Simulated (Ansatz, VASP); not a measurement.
**Sr in VASP and in Ansatz**

```
Sr
1.0
    -2.52200    2.52200    2.23100
     2.52200   -2.52200    2.23100
     2.52200    2.52200   -2.23100
Sr
1
Cartesian
  0.0000 0.0000 0.0000
```

Change from the starting cell: strain +0.040 along x and y, -0.080 along z, atoms carried along.

Alike in both runs: task single point; functional r2SCAN; k mesh 14 × 14 × 14; occupations gaussian, width 0.15 eV; no spin polarisation.

```csv
,VASP,Ansatz
version,VASP 6.6.1,Ansatz 0.2.0
potentials or method,"VASP PAW PBE potentials, release 64 (Sr_sv), cutoff 520 eV","scalar-relativistic, plane waves, PAW"
valence electrons in the cell,10,10
```

|  | VASP | Ansatz | Ansatz less VASP |
| --- | --- | --- | --- |
| gap on the k mesh at the Fermi level (eV) | none | none | - |
| pressure (GPa) | -0.1 | -0.1 | -0.01 |
| traceless stress, the component that is largest in VASP (GPa) | 0.36 | 0.36 | -0.006 |

VASP's potentials were made for PBE, not for r2SCAN. A gap of «none» marks a metal or a gap that the smearing closes.
